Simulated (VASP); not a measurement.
Set up this calculation in VASP 6.6.1, as the native input.

```
Task                               : single point
Functional                         : PBE0
Potentials or basis                : VASP PAW PBE potentials, release 64 (B, Ga_d, As)
Cutoff                             : 520 eV
k mesh                             : 4 × 2 × 2
Occupations                        : gaussian, width 0.01 eV
Spin                               : no spin polarisation
Dipole correction                  : no
Grid for exact exchange (PRECFOCK) : Fast
Further INCAR settings             : ALGO = Normal; EDIFF = 1e-06; NBANDS = 41
```

Crystal: Ga3BAs4.

```
B Ga As
1.0
     3.85366    0.00000    0.00000
     0.00000    3.85754    5.48101
     0.00000   -3.85754    5.48101
B Ga As
1 3 4
Direct
  0.00000 0.99718 0.99718
  0.50000 0.00015 0.50111
  0.50000 0.50111 0.00015
  0.00000 0.49871 0.49871
  0.50000 0.10814 0.10814
  0.00000 0.11361 0.65667
  0.00000 0.65667 0.11361
  0.50000 0.62444 0.62444
```

The input as run:

POSCAR

```
Ga3BAs4
1.0
    3.8536563596      0.0000000000      0.0000000000
    0.0000000000      3.8575440230      5.4810141106
    0.0000000000     -3.8575440230      5.4810141106
B Ga As
1 3 4
Direct
    0.0000000000     -0.0028238372     -0.0028238372
    0.5000000000      0.0001522162      0.5011062127
    0.5000000000      0.5011062127      0.0001522162
    0.0000000000      0.4987147692      0.4987147692
    0.5000000000      0.1081370030      0.1081370030
    0.0000000000      0.1136068004      0.6566694194
    0.0000000000      0.6566694194      0.1136068004
    0.5000000000      0.6244374163      0.6244374163
```

INCAR.step1

```
SYSTEM = Ga3BAs4
ALGO = Normal
EDIFF = 1E-5
ENCUT = 520
GGA = PE
ISIF = 2
ISMEAR = 0
KPAR = 4
LASPH = .True.
LCHARG = .False.
LREAL = .False.
LWAVE = .True.
NBANDS = 41
NELM = 80
PREC = Accurate
SIGMA = 0.01
```

INCAR.step2

```
SYSTEM = Ga3BAs4
AEXX = 0.25
ALGO = Normal
EDIFF = 1E-6
ENCUT = 520
GGA = PE
ISIF = 2
ISMEAR = 0
ISTART = 1
KPAR = 4
LASPH = .True.
LCHARG = .False.
LHFCALC = .True.
LREAL = .False.
LWAVE = .False.
NBANDS = 41
NELM = 80
PREC = Accurate
PRECFOCK = Fast
SIGMA = 0.01
```

KPOINTS

```
k-points
0
Gamma
  4 2 2
  0 0 0
```

Potentials or basis: VASP PAW PBE potentials, release 64 (B, Ga_d, As).

The run is started by

```sh
$ cat potpaw_PBE.64/B/POTCAR potpaw_PBE.64/Ga_d/POTCAR potpaw_PBE.64/As/POTCAR > POTCAR
$ cp INCAR.step1 INCAR
$ mpirun -np 4 vasp_std > vasp.out
$ cp INCAR.step2 INCAR
$ mpirun -np 4 vasp_std > vasp.out
```

Results of the run:

- Pressure: -0.2 GPa
- Largest force: 0.160 eV/Å
- Band gap on the k mesh: 1.63 eV, direct

Caveat: the k points lie up to 0.50 Å⁻¹ apart; the PAW data sets were made with another functional, which shifts forces and pressure a little.

Wall time 11 min on 4 MPI ranks on AMD EPYC 7R43 64-Core Processor (Zen 3), with other jobs on the host, peak memory 0.28 GiB a rank.
